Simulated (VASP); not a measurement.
# ZnCu (Pm) in VASP: notebook, part 2 of 2

VASP 6.6.1. The steps go on from the part before.

## (3) Single point, PBE (all Cu atoms moved -0.250 Å, as atom 2 along Cartesian [1 1 0])

INCAR

```
SYSTEM = ZnCu
PREC = Accurate
ENCUT = 520
EDIFF = 1E-7
ISMEAR = 0
SIGMA = 0.15
LREAL = .False.
LASPH = .True.
NELM = 100
ALGO = Normal
ISIF = 2
LWAVE = .False.
LCHARG = .False.
GGA = PE
NBANDS = 18
```

KPOINTS

```
Automatic mesh
0
Gamma
  20 20 12
  0 0 0
```

POSCAR

```
ZnCu
1.0
    1.4880390000     -2.1212790000      0.0000000000
    1.4880390000      2.1212790000      0.0000000000
    0.0000000000      0.0000000000      4.1407460000
Zn Cu
1 1
Direct
    0.5000000000      0.5000000000      0.5000000000
   -0.0177317357     -0.1010666932      0.0000000000
```

Potentials or basis: VASP PAW PBE potentials, release 64 (Zn, Cu).

Command:

```console
$ cat potpaw_PBE.64/Zn/POTCAR potpaw_PBE.64/Cu/POTCAR > POTCAR
$ mpirun -np 1 vasp_std > vasp.out
```

OUTCAR:

```text
SYSTEM = ZnCu
   PREC = Accurate
   ENCUT = 520
   EDIFF = 1E-7
   ISMEAR = 0
   LREAL = .False.
   LASPH = .True.
   NELM = 100
   ISIF = 2
   GGA = PE

 ion  position               nearest neighbor table
   1  0.500  0.500  0.500-   2 2.46   2 2.46   2 2.66   2 2.66   2 2.85   2 2.85
   2  0.982  0.899  0.000-   1 2.46   1 2.46   1 2.66   1 2.66   1 2.85   1 2.85

  LATTYP: Found a base centered orthorhombic cell.
 ALAT       =     2.9760780000
 B/A-ratio  =     1.4255533625
 C/A-ratio  =     1.3913432376

  Lattice vectors:

 A1 = (   1.4880390000,  -2.1212790000,   0.0000000000)
 A2 = (   1.4880390000,   2.1212790000,   0.0000000000)
 A3 = (   0.0000000000,   0.0000000000,   4.1407460000)

Analysis of symmetry for initial positions (statically):
=====================================================================
 Subroutine PRICEL returns:
 Original cell was already a primitive cell.

 Routine SETGRP: Setting up the symmetry group for a
 base centered orthorhombic supercell.

 Subroutine GETGRP returns: Found  2 space group operations
 (whereof  2 operations were pure point group operations)
 out of a pool of  8 trial point group operations.

The static configuration has the point symmetry C_1h.

Analysis of symmetry for dynamics (positions and initial velocities):
=====================================================================
 Subroutine PRICEL returns:
 Original cell was already a primitive cell.

 Routine SETGRP: Setting up the symmetry group for a
 base centered orthorhombic supercell.

 Subroutine GETGRP returns: Found  2 space group operations
 (whereof  2 operations were pure point group operations)
 out of a pool of  8 trial point group operations.

The dynamic configuration has the point symmetry C_1h.

 Subroutine INISYM returns: Found  2 space group operations
 (whereof  2 operations are pure point group operations),
 and found     1 'primitive' translations
[... 104 lines left out ...]
   TEBEG  =    0.0;   TEEND  =   0.0 temperature during run
   PSTRESS=    0.0 pullay stress
   NELECT =      23.0000    total number of electrons
   NUPDOWN=      -1.0000    fix difference up-down
   EMIN   =  10.00;   EMAX   =-10.00  energy-range for DOS
   EFERMI =   0.00;   METHOD = LEGACY
   ISMEAR =     0;   SIGMA  =   0.15  broadening in eV -4-tet -1-fermi 0-gaus
   EFERMI_NEDOS =   21; number of points for ismear=-14 and -15
   IALGO  =     38    algorithm
   IMIX   =      4    mixing-type and parameters
     AMIX     =   0.40;   BMIX     =  1.00
     AMIX_MAG =   1.60;   BMIX_MAG =  1.00
  volume/ion in A,a.u.               =      13.07        88.20
  Fermi-wavevector in a.u.,A,eV,Ry     =   1.568714  2.964440 33.482099  2.460865
  Thomas-Fermi vector in A             =   2.670704
   LORBIT       =      0    0 simple, 1 ext, 2 COOP (PROOUT), +10 PAW based schemes
   GGA     = PE    functional components
   LHFCALC =     F    Hartree Fock is set to
   AEXX    =    0.0000 exact exchange contribution
   IVDW    =     0    specifies the selected vdW correction
   LEPSILON=     F    determine dielectric tensor
   LRPA    =     F    only Hartree local field effects (RPA)
 non-spin polarized calculation
 Gauss-broadening in eV      SIGMA  =   0.15
  energy-cutoff  :      520.00
  volume of cell :       26.14
 maximum number of plane-waves:       728
   NGX =  9   NGY =  9   NGZ = 15

 number of electron      22.9999985 magnetization

 Free energy of the ion-electron system (eV)
  ---------------------------------------------------
  ext. energy  EPLUGINS =         0.00000000
  ---------------------------------------------------
  free energy    TOTEN  =        -4.88820598 eV

  energy without entropy =       -4.88150179  energy(sigma->0) =       -4.88485389

 E-fermi :   5.3220     XC(G=0): -12.2682

 val. band max:        5.3203092462   @ k =   0.0500  -0.4500  -0.0833
 cond. band min:       5.3226177639   @ k =   0.3000  -0.3500  -0.2500
 fundamental gap:      0.0023085177
 Fermi energy:         5.3220085653

 k-point     1 :       0.0000    0.0000    0.0000
  band No.  band energies     occupation
      1      -4.9196      2.00000
      2      -2.7535      2.00000
      3      -2.6173      2.00000
      4      -1.9227      2.00000
      5      -1.9081      2.00000
      6      -1.7233      2.00000
[... 481 lines left out ...]
      5      -1.8674      2.00000
      6      -1.7612      2.00000
[... 10 lines left out ...]
     17      25.1518      0.00000
     18      26.3159      0.00000

 [... further k-points ...]
[... 5 lines left out ...]
  --------------------------------------------------------------------------------------
  -------------------------------------------------------------------------------------
  Total        0.2833997      0.0551081      0.4413079     -0.0571999      0.0000000      0.0000000
  in kB       17.3695805      3.3775805     27.0477752     -3.5057852      0.0000000      0.0000000
  external PRESSURE =      15.9316454 kB  Pullay stress =       0.0000000 kB

 VOLUME and BASIS-vectors are now :
 -----------------------------------------------------------------------------
  energy-cutoff  :      520.00
  volume of cell :       26.14
      direct lattice vectors                 reciprocal lattice vectors
     1.488039000 -2.121279000  0.000000000     0.336012699 -0.235706854  0.000000000
     1.488039000  2.121279000  0.000000000     0.336012699  0.235706854  0.000000000
     0.000000000  0.000000000  4.140746000     0.000000000  0.000000000  0.241502377

 POSITION                                       TOTAL-FORCE (eV/Angst)
 -----------------------------------------------------------------------------------
      1.48804      0.00000      2.07037        -0.501396      0.046995      0.000000
      2.79930     -0.17678      0.00000         0.501396     -0.046995      0.000000
 -----------------------------------------------------------------------------------
    total drift:                               -0.000579     -0.000019      0.000000

  FREE ENERGIE OF THE ION-ELECTRON SYSTEM (eV)
  ---------------------------------------------------
  free  energy   TOTEN  =        -4.8882059809 eV

  energy  without entropy=       -4.8815017908  energy(sigma->0) =       -4.88485389
```

OSZICAR:

```text
N       E                     dE             d eps       ncg     rms          rms(c)
DAV:   1     0.114055240018E+03    0.11406E+03   -0.10512E+04 53176   0.206E+03
DAV:   2    -0.115742684601E+01   -0.11521E+03   -0.11042E+03 51084   0.299E+02
DAV:   3    -0.587183622581E+01   -0.47144E+01   -0.46756E+01 58022   0.754E+01
DAV:   4    -0.590870370695E+01   -0.36867E-01   -0.36855E-01 59408   0.614E+00
DAV:   5    -0.590920740259E+01   -0.50370E-03   -0.50368E-03 58248   0.739E-01    0.914E+00
DAV:   6    -0.579281052980E+01    0.11640E+00   -0.15579E+01 54466   0.843E+01    0.590E+00
DAV:   7    -0.490088009886E+01    0.89193E+00   -0.33417E+00 58600   0.734E+01    0.216E+00
DAV:   8    -0.489683459901E+01    0.40455E-02   -0.13173E-01 73486   0.467E+00    0.116E+00
DAV:   9    -0.488829148759E+01    0.85431E-02   -0.18912E-02 56856   0.270E+00    0.840E-02
DAV:  10    -0.488820899392E+01    0.82494E-04   -0.62433E-04 74182   0.304E-01    0.312E-02
DAV:  11    -0.488820677345E+01    0.22205E-05   -0.30817E-05 75890   0.127E-01    0.774E-03
DAV:  12    -0.488820727631E+01   -0.50287E-06   -0.78429E-06 60500   0.595E-02    0.785E-03
DAV:  13    -0.488820594796E+01    0.13284E-05   -0.41756E-06 64648   0.484E-02    0.113E-03
DAV:  14    -0.488820598095E+01   -0.32987E-07   -0.13354E-07 30296   0.736E-03
   1 F= -.48882060E+01 E0= -.48848539E+01  d E =-.670419E-02
```

stdout:

```text
POSCAR found type information on POSCAR ZnCu
 POSCAR found :  2 types and       2 ions
 scaLAPACK will be used
 LDA part: xc-table for (Slater+PW92), standard interpolation
 POSCAR, INCAR and KPOINTS ok, starting setup
 FFT: planning ... GRIDC
 FFT: planning ... GRID_SOFT
 FFT: planning ... GRID
 WAVECAR not read
 entering main loop
```

Wall time 4.3 min (1 thread of Intel Xeon 6975P-C (Granite Rapids), shared host); peak memory 0.74 GiB.

What came out:

* Free energy: -4.8882 eV
* Pressure: 1.6 GPa
* Largest force: 0.504 eV/Å

Forces in eV/Å, atoms in the order of the input:
```
Zn  -0.501  0.047  0.000
Cu   0.501 -0.047  0.000
```

Stress tensor (GPa, compression positive):
```
 1.74 -0.35  0.00
-0.35  0.34  0.00
 0.00  0.00  2.70
```

Caveat: the cell differs from its parent crystal (all Cu atoms moved -0.250 Å, as atom 2 along Cartesian [1 1 0]).

## (4) Single point, PBE (all Cu atoms moved -0.500 Å, as atom 2 along Cartesian [1 1 0])

INCAR

```
SYSTEM = ZnCu
PREC = Accurate
ENCUT = 520
EDIFF = 1E-6
ISMEAR = 0
SIGMA = 0.15
LREAL = .FALSE.
LASPH = .TRUE.
NELM = 100
ALGO = Normal
ISIF = 2
LWAVE = .FALSE.
LCHARG = .FALSE.
GGA = PE
NBANDS = 18
```

KPOINTS

```
regular mesh
0
G
  20 20 12
  0 0 0
```

Changes to POSCAR since step 3:

```diff
@@ -9,2 +9,2 @@
     0.5000000000      0.5000000000      0.5000000000
-   -0.0177317357     -0.1010666932      0.0000000000
+   -0.0354634714     -0.2021333864      0.0000000000
```

Command:

```console
$ cat potpaw_PBE.64/Zn/POTCAR potpaw_PBE.64/Cu/POTCAR > POTCAR
$ mpirun -np 1 vasp_std > vasp.out
```

Wall time 3.5 min (1 thread of Intel Xeon 6975P-C (Granite Rapids), shared host); peak memory 0.74 GiB.

The run converged. Its results:

```yaml
Free_energy: -4.7808 eV
Pressure: 4.4 GPa
Largest_force: 0.873 eV/Å
```

Forces on the atoms (eV/Å):
```
Zn  -0.861  0.146  0.000
Cu   0.861 -0.146  0.000
```

Stress tensor (GPa, compression positive):
```
 1.75 -1.27  0.00
-1.27  2.71  0.00
 0.00  0.00  8.72
```

Levels at points of the mesh, in eV from the Fermi level:
```tsv
k point	band 9	band 10	band 11	band 12	band 13	band 14	band 15	band 16
(0.00, 0.00, 0.00)	-2.61	-2.53	-2.45	-1.61	2.15	14.52	15.80	16.99
(0.50, 0.00, 0.00)	-2.81	-2.52	-2.23	-0.77	6.37	6.47	7.06	7.52
(0.00, 0.50, 0.00)	-2.96	-2.59	-2.23	-0.64	4.91	5.73	8.29	8.41
(0.50, 0.50, 0.00)	-2.92	-1.87	-1.70	1.26	6.49	6.49	6.87	10.03
(0.00, 0.00, 0.50)	-3.47	-2.63	-2.53	-2.44	11.32	11.67	16.07	16.86
(0.50, 0.00, 0.50)	-2.62	-2.29	-2.19	-1.31	1.19	2.45	14.32	15.05
(0.00, 0.50, 0.50)	-2.60	-2.21	-2.00	-0.81	0.86	2.11	13.89	15.16
(0.50, 0.50, 0.50)	-2.75	-1.87	0.36	1.38	2.44	4.00	8.01	9.48
```

Caveat: the cell differs from its parent crystal (all Cu atoms moved -0.500 Å, as atom 2 along Cartesian [1 1 0]).
